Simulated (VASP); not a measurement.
# NiO (Fm-3m) in VASP: single point with PBE+U

Aim: the single point of NiO with PBE+U.

All numbers are computed with VASP 6.6.1; they aren't measurements. Logs are shortened: lines on timing, memory, paths and dates and some standing lists are left out, and cuts for length are marked.

### Step 1. The cell of the first run

Symmetry: Fm-3m, No. 225, cubic system. Conventional cell: a = 4.194 Å, b = 4.194 Å, c = 4.194 Å, α = 90.00°, β = 90.00°, γ = 90.00°. Within 2.8 Å of Ni (site symmetry m-3m) lie 6 O at 2.10 Å. O (site symmetry m-3m) has 6 Ni at 2.10 Å within 2.8 Å.

### Step 2. Single point, PBE+U, collinear spin, ferromagnetic start

INCAR reads:

```
ALGO     = Normal         # electronic algorithm
EDIFF    = 1E-6           # SCF threshold, eV
ENCUT    = 520            # plane-wave cutoff, eV
GGA      = PE             # functional
ISIF     = 2              # what is computed and relaxed
ISMEAR   = -1             # smearing method
ISPIN    = 2              # spin polarisation
ISYM     = 0            
LASPH    = T              # aspherical terms in the spheres
LCHARG   = F              # write CHGCAR
LDAU     = T              # DFT+U
LDAUJ    = 0 0          
LDAUL    = 2 -1           # shell
LDAUPRINT= 1            
LDAUTYPE = 2            
LDAUU    = 2.9 0          # U, eV
LMAXMIX  = 4              # l up to which the mixer works
LORBIT   = 11             # projections on sites
LREAL    = F              # projectors in reciprocal space
LWAVE    = F              # write WAVECAR
MAGMOM   = 2 2 0 0        # initial moments
NBANDS   = 28             # bands
NELM     = 150            # most SCF steps
PREC     = Accurate       # precision mode
SIGMA    = 0.03           # smearing width, eV
```

KPOINTS reads:

```
k-points
0
Gamma
  5 8 7
```

POSCAR reads:

```
NiO
1.0
   -2.0969500000     -4.1939000000     -2.0969500000
   -2.0969500000      0.0000000000     -2.0969500000
    2.0969500000      0.0000000000     -2.0969500000
Ni O
2 2
Direct
    0.0000000000      0.0000000000      0.0000000000
    0.5000000000      0.0000000000      0.5000000000
    0.0000000000      0.5000000000      0.5000000000
    0.5000000000      0.5000000000      0.0000000000
```

Potentials or basis: VASP PAW PBE potentials, release 64 (Ni, O).

Launch:

```
> cat potpaw_PBE.64/Ni/POTCAR potpaw_PBE.64/O/POTCAR > POTCAR
> mpirun -np 1 vasp_std > vasp.out
```

OUTCAR:

```text
EDIFF = 1E-6
   ENCUT = 520
   GGA = PE
   ISIF = 2
   ISMEAR = -1
   ISPIN = 2
   ISYM = 0
   LASPH = T
   LORBIT = 11
   LREAL = F
   NELM = 150
   PREC = Accurate

 ion  position               nearest neighbor table
   1  0.000  0.000  0.000-   3 2.10   3 2.10   3 2.10   4 2.10   3 2.10   4 2.10   2 2.97   2 2.97
                             2 2.97   2 2.97   2 2.97   2 2.97   2 2.97   2 2.97
   2  0.500  0.000  0.500-   4 2.10   4 2.10   3 2.10   4 2.10   4 2.10   3 2.10   1 2.97   1 2.97
                             1 2.97   1 2.97   1 2.97   1 2.97   1 2.97   1 2.97
   3  0.000  0.500  0.500-   1 2.10   1 2.10   1 2.10   2 2.10   1 2.10   2 2.10
   4  0.500  0.500  0.000-   2 2.10   2 2.10   1 2.10   2 2.10   2 2.10   1 2.10

IMPORTANT INFORMATION: All symmetrisations will be switched off!
NOSYMM: (Re-)initialisation of all symmetry stuff for point group C_1.

----------------------------------------------------------------------------------------

                                     Primitive cell

  volume of cell :      36.8828

  direct lattice vectors                    reciprocal lattice vectors
    -2.096950000 -4.193900000 -2.096950000     0.000000000 -0.238441546  0.000000000
    -2.096950000  0.000000000 -2.096950000    -0.238441546  0.238441546 -0.238441546
     2.096950000  0.000000000 -2.096950000     0.238441546  0.000000000 -0.238441546

  length of vectors
     5.136457516  2.965535130  2.965535130     0.238441546  0.412992872  0.337207268

  position of ions in fractional coordinates (direct lattice)
     0.000000000  0.000000000  0.000000000
     0.500000000  0.000000000  0.500000000
     0.000000000  0.500000000  0.500000000
     0.500000000  0.500000000  0.000000000

  ion indices of the primitive-cell ions
   primitive index   ion index
                 1           1
                 2           2
                 3           3
                 4           4

----------------------------------------------------------------------------------------

 KPOINTS: k-points

Automatic generation of k-mesh.
 Grid dimensions read from file:
 generate k-points for:    5    8    7

 Generating k-lattice:

  Cartesian coordinates                     Fractional coordinates (reciprocal lattice)
     0.000000000 -0.047688309  0.000000000     0.200000000  0.000000000  0.000000000
    -0.029805193  0.029805193 -0.029805193     0.000000000  0.125000000  0.000000000
     0.034063078  0.000000000 -0.034063078     0.000000000  0.000000000  0.142857143

  Length of vectors
     0.047688309  0.051624109  0.048172467

  Shift w.r.t. Gamma in fractional coordinates (k-lattice)
     0.000000000  0.000000000  0.000000000

 -----------------------------------------------------------------------------
|                                                                             |
|           W    W    AA    RRRRR   N    N  II  N    N   GGGG   !!!           |
|           W    W   A  A   R    R  NN   N  II  NN   N  G    G  !!!           |
|           W    W  A    A  R    R  N N  N  II  N N  N  G       !!!           |
|           W WW W  AAAAAA  RRRRR   N  N N  II  N  N N  G  GGG   !            |
|           WW  WW  A    A  R   R   N   NN  II  N   NN  G    G                |
[... 124 lines left out ...]
 -0.0000 -0.0000 -0.0000  0.9698 -0.0000
 -0.0000 -0.0000  0.0000 -0.0000  0.1809

 occupancies and eigenvectors

  o =  0.1809  v =  0.0000  0.0000  0.0000  0.0000  0.0000 -0.0000 -0.0000  0.3597 -0.0000 -0.9331      0.0000  0.0000  0.0000  0.0000  0.0000  0.0000  0.0000  0.0000  0.0000  0.0000
  o =  0.1810  v =  0.0000  0.0000  0.0000  0.0000  0.0000  0.0000  0.0000  0.9331  0.0000  0.3597      0.0000  0.0000  0.0000  0.0000  0.0000  0.0000  0.0000  0.0000  0.0000  0.0000
  o =  0.9698  v =  0.0000  0.0000  0.0000  0.0000  0.0000  0.0007  0.0041 -0.0000  1.0000 -0.0000      0.0000  0.0000  0.0000  0.0000  0.0000  0.0000  0.0000  0.0000  0.0000  0.0000
  o =  0.9698  v =  0.0000  0.0000  0.0000  0.0000  0.0000 -0.0369 -0.9993  0.0000  0.0041  0.0000      0.0000  0.0000  0.0000  0.0000  0.0000  0.0000  0.0000  0.0000  0.0000  0.0000
  o =  0.9698  v =  0.0000  0.0000  0.0000  0.0000  0.0000  0.9993 -0.0369  0.0000 -0.0005 -0.0000      0.0000  0.0000  0.0000  0.0000  0.0000  0.0000  0.0000  0.0000  0.0000  0.0000
  o =  0.9733  v = -0.2708 -0.2535  0.0000 -0.9287  0.0000  0.0000  0.0000  0.0000  0.0000  0.0000      0.0000  0.0000  0.0000  0.0000  0.0000  0.0000  0.0000  0.0000  0.0000  0.0000
  o =  0.9733  v =  0.6875  0.6243  0.0000 -0.3709  0.0001  0.0000  0.0000  0.0000  0.0000  0.0000      0.0000  0.0000  0.0000  0.0000  0.0000  0.0000  0.0000  0.0000  0.0000  0.0000
  o =  0.9733  v =  0.6737 -0.7389 -0.0000  0.0052  0.0000  0.0000  0.0000  0.0000  0.0000  0.0000      0.0000  0.0000  0.0000  0.0000  0.0000  0.0000  0.0000  0.0000  0.0000  0.0000
  o =  1.0196  v = -0.0000 -0.0000  0.5698  0.0000  0.8218  0.0000  0.0000  0.0000  0.0000  0.0000      0.0000  0.0000  0.0000  0.0000  0.0000  0.0000  0.0000  0.0000  0.0000  0.0000
  o =  1.0196  v =  0.0000 -0.0000  0.8218 -0.0000 -0.5698  0.0000  0.0000  0.0000  0.0000  0.0000      0.0000  0.0000  0.0000  0.0000  0.0000  0.0000  0.0000  0.0000  0.0000  0.0000

atom =   2  type =  1  l = 2

 onsite density matrix

spin component  1

  0.9733 -0.0000 -0.0000 -0.0000 -0.0000
 -0.0000  0.9733 -0.0000 -0.0000 -0.0000
 -0.0000 -0.0000  1.0196  0.0000 -0.0000
 -0.0000 -0.0000  0.0000  0.9733  0.0000
 -0.0000 -0.0000 -0.0000  0.0000  1.0196

spin component  2

  0.9698 -0.0000  0.0000  0.0000 -0.0000
 -0.0000  0.9698 -0.0000 -0.0000 -0.0000
  0.0000 -0.0000  0.1810 -0.0000  0.0000
  0.0000 -0.0000 -0.0000  0.9698 -0.0000
 -0.0000 -0.0000  0.0000 -0.0000  0.1809

 occupancies and eigenvectors

  o =  0.1809  v =  0.0000  0.0000  0.0000  0.0000  0.0000 -0.0000 -0.0000  0.3583 -0.0000 -0.9336      0.0000  0.0000  0.0000  0.0000  0.0000  0.0000  0.0000  0.0000  0.0000  0.0000
  o =  0.1810  v =  0.0000  0.0000  0.0000  0.0000  0.0000  0.0000  0.0000  0.9336  0.0000  0.3583      0.0000  0.0000  0.0000  0.0000  0.0000  0.0000  0.0000  0.0000  0.0000  0.0000
  o =  0.9698  v =  0.0000  0.0000  0.0000  0.0000  0.0000  0.0005 -0.0055  0.0000 -1.0000  0.0000      0.0000  0.0000  0.0000  0.0000  0.0000  0.0000  0.0000  0.0000  0.0000  0.0000
  o =  0.9698  v =  0.0000  0.0000  0.0000  0.0000  0.0000  0.0381  0.9993 -0.0000 -0.0055 -0.0000      0.0000  0.0000  0.0000  0.0000  0.0000  0.0000  0.0000  0.0000  0.0000  0.0000
  o =  0.9698  v =  0.0000  0.0000  0.0000  0.0000  0.0000  0.9993 -0.0381  0.0000  0.0007 -0.0000      0.0000  0.0000  0.0000  0.0000  0.0000  0.0000  0.0000  0.0000  0.0000  0.0000
  o =  0.9733  v = -0.3031 -0.2869  0.0000 -0.9087 -0.0000  0.0000  0.0000  0.0000  0.0000  0.0000      0.0000  0.0000  0.0000  0.0000  0.0000  0.0000  0.0000  0.0000  0.0000  0.0000
  o =  0.9733  v =  0.7353  0.5362  0.0000 -0.4146  0.0001  0.0000  0.0000  0.0000  0.0000  0.0000      0.0000  0.0000  0.0000  0.0000  0.0000  0.0000  0.0000  0.0000  0.0000  0.0000
  o =  0.9733  v =  0.6062 -0.7938 -0.0000  0.0485  0.0000  0.0000  0.0000  0.0000  0.0000  0.0000      0.0000  0.0000  0.0000  0.0000  0.0000  0.0000  0.0000  0.0000  0.0000  0.0000
  o =  1.0196  v = -0.0000 -0.0000  0.5694  0.0000  0.8220  0.0000  0.0000  0.0000  0.0000  0.0000      0.0000  0.0000  0.0000  0.0000  0.0000  0.0000  0.0000  0.0000  0.0000  0.0000
  o =  1.0196  v =  0.0000 -0.0000  0.8220 -0.0000 -0.5694  0.0000  0.0000  0.0000  0.0000  0.0000      0.0000  0.0000  0.0000  0.0000  0.0000  0.0000  0.0000  0.0000  0.0000  0.0000

 number of electron      31.9999986 magnetization       3.9996660

 Free energy of the ion-electron system (eV)
  ---------------------------------------------------
  ext. energy  EPLUGINS =         0.00000000
  ---------------------------------------------------
  free energy    TOTEN  =       -21.46213670 eV

  energy without entropy =      -21.46213669  energy(sigma->0) =      -21.46213669

 E-fermi :   7.6269     XC(G=0): -12.5871

 val. band max:        7.2029040858   @ k =   0.0000   0.5000   0.0000
 cond. band min:       8.0294486368   @ k =   0.0000   0.0000   0.0000
 fundamental gap:      0.8265445511
 Fermi energy:         7.6269389381

 spin component 1

 k-point     1 :       0.0000    0.0000    0.0000
  band No.  band energies     occupation
      1     -12.2929      1.00000
      2     -10.9786      1.00000
      3       1.0854      1.00000
      4       2.6013      1.00000
      5       2.6014      1.00000
      6       2.7063      1.00000
[... 1481 lines left out ...]
     27      25.4993      0.00000
     28      26.3236      0.00000

 [... further k-points ...]

------------------------ aborting loop because EDIFF is reached ----------------------------------------

  FORCE on cell =-STRESS in cart. coord.  units (eV):
  Direction    XX          YY          ZZ          XY          YZ          ZX
  --------------------------------------------------------------------------------------
  -------------------------------------------------------------------------------------
  Total        0.7790470      0.7782991      0.7766233      0.0001095      0.0001137      0.0005111
  in kB       33.8415323     33.8090447     33.7362493      0.0047586      0.0049388      0.0222037
  external PRESSURE =      33.7956088 kB  Pullay stress =       0.0000000 kB

 VOLUME and BASIS-vectors are now :
 -----------------------------------------------------------------------------
  energy-cutoff  :      520.00
  volume of cell :       36.88
      direct lattice vectors                 reciprocal lattice vectors
    -2.096950000 -4.193900000 -2.096950000     0.000000000 -0.238441546  0.000000000
    -2.096950000  0.000000000 -2.096950000    -0.238441546  0.238441546 -0.238441546
     2.096950000  0.000000000 -2.096950000     0.238441546  0.000000000 -0.238441546

 POSITION                                       TOTAL-FORCE (eV/Angst)
 -----------------------------------------------------------------------------------
      0.00000      0.00000      0.00000         0.000000     -0.000000     -0.000001
      0.00000     -2.09695     -2.09695        -0.000000     -0.000000      0.000000
      0.00000      0.00000     -2.09695         0.000000      0.000000      0.000001
     -2.09695     -2.09695     -2.09695        -0.000000      0.000000     -0.000000
 -----------------------------------------------------------------------------------
    total drift:                               -0.000001      0.000000      0.000002

  FREE ENERGIE OF THE ION-ELECTRON SYSTEM (eV)
  ---------------------------------------------------
  free  energy   TOTEN  =       -21.4621367005 eV

  energy  without entropy=      -21.4621366880  energy(sigma->0) =      -21.46213669

 total charge

# of ion       s       p       d       tot
------------------------------------------
    1        0.336   0.408   8.205   8.950
    2        0.336   0.408   8.205   8.950
    3        1.550   3.458   0.000   5.008
    4        1.550   3.458   0.000   5.008
--------------------------------------------------
tot          3.773   7.733  16.411  27.917

 magnetization (x)

# of ion       s       p       d       tot
------------------------------------------
    1        0.011   0.014   1.688   1.713
    2        0.011   0.014   1.688   1.713
    3        0.024   0.230   0.000   0.254
    4        0.024   0.230   0.000   0.254
--------------------------------------------------
tot          0.071   0.488   3.376   3.935
```

Wall time 3.9 min (1 thread of Intel Xeon Platinum 8488C (Sapphire Rapids), shared host); peak memory 0.32 GiB.

What came out:

| Quantity | Value |
| --- | --- |
| Free energy | -21.4621 eV |
| Pressure | 3.4 GPa |
| Band gap on the k mesh | 0.83 eV |
| Net moment | 4.00 μB per cell |
| Site moments | Ni +1.71; O +0.25 μB |
| Valence electrons inside the program's atomic spheres | Ni 8.95; O 5.01 |

Eigenvalues of the final occupation matrices:
| site | spin | trace | eigenvalues |
| --- | --- | --- | --- |
| site 1 d | 1 | 4.96 | 0.97 0.97 0.97 1.02 1.02 |
| site 1 d | 2 | 3.27 | 0.18 0.18 0.97 0.97 0.97 |
| site 2 d | 1 | 4.96 | 0.97 0.97 0.97 1.02 1.02 |
| site 2 d | 2 | 3.27 | 0.18 0.18 0.97 0.97 0.97 |

Caveat: the cell stands under pressure; an odd mesh through Γ misses points on the zone boundary, where band edges can lie. The state reached can hang on the start; a lower one may exist.
